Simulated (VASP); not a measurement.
Ag3Cl2:

```
CELL_PARAMETERS angstrom
4.67694 0.00000 0.00000
-2.33847 4.05035 0.00000
0.00000 0.00000 6.77760
ATOMIC_POSITIONS crystal
Ag 0.50000 0.00000 0.50000
Ag 0.00000 0.50000 0.50000
Ag 0.50000 0.50000 0.50000
Cl 0.00000 0.00000 0.31207
Cl 0.00000 0.00000 0.68793
```

- Program: VASP 6.6.1
- Task: relaxation of cell and atoms
- Functional: PBE
- Potentials or basis: VASP PAW PBE potentials, release 64 (Ag, Cl)
- Cutoff: 600 eV
- k mesh: 6 × 6 × 4
- Occupations: gaussian, width 0.1 eV
- Spin: no spin polarisation

At the start: pressure 33.7 GPa; volume 25.68 Å³/atom.

Question: Where does the relaxation end?

Answer: Over 7 steps the energy falls by 982.4 meV/atom and the volume is 37.05 Å³/atom (+44.3 %); space group P6/mmm (No. 191, to 0.05 Å).

Step by step:
| step | energy change (eV) | largest force (eV/Å) | pressure (GPa) | volume (Å³) |
| --- | --- | --- | --- | --- |
| 1 | 0.0000 | 5.0867 | 33.68 | 128.39 |
| 2 | -3.3440 | 0.4158 | -3.72 | 254.81 |
| 3 | -4.8588 | 0.5276 | -0.12 | 184.25 |
| 4 | -4.8590 | 0.5652 | 0.09 | 183.01 |
| 5 | -4.9021 | 0.2367 | 0.12 | 183.66 |
| 6 | -4.9115 | 0.0308 | 0.18 | 184.12 |
| 7 | -4.9122 | 0.0033 | -0.01 | 185.27 |

Final structure:
```
Ag Cl
1.0
     5.37926    0.00000    0.00000
    -2.68963    4.65858    0.00000
     0.00000    0.00000    7.39295
Ag Cl
3 2
Direct
  0.50000 0.00000 0.50000
  0.00000 0.50000 0.50000
  0.50000 0.50000 0.50000
  0.00000 0.00000 0.28608
  0.00000 0.00000 0.71392
```

Caveat: the volume moved by over 15 % at a fixed basis, so the end points are rough; this functional lacks dispersion, which binds the layers, so the pressure and a relaxed spacing across them are unreliable; an odd number of electrons without spin polarisation forces a metal; a magnetic or distorted state may lie lower.
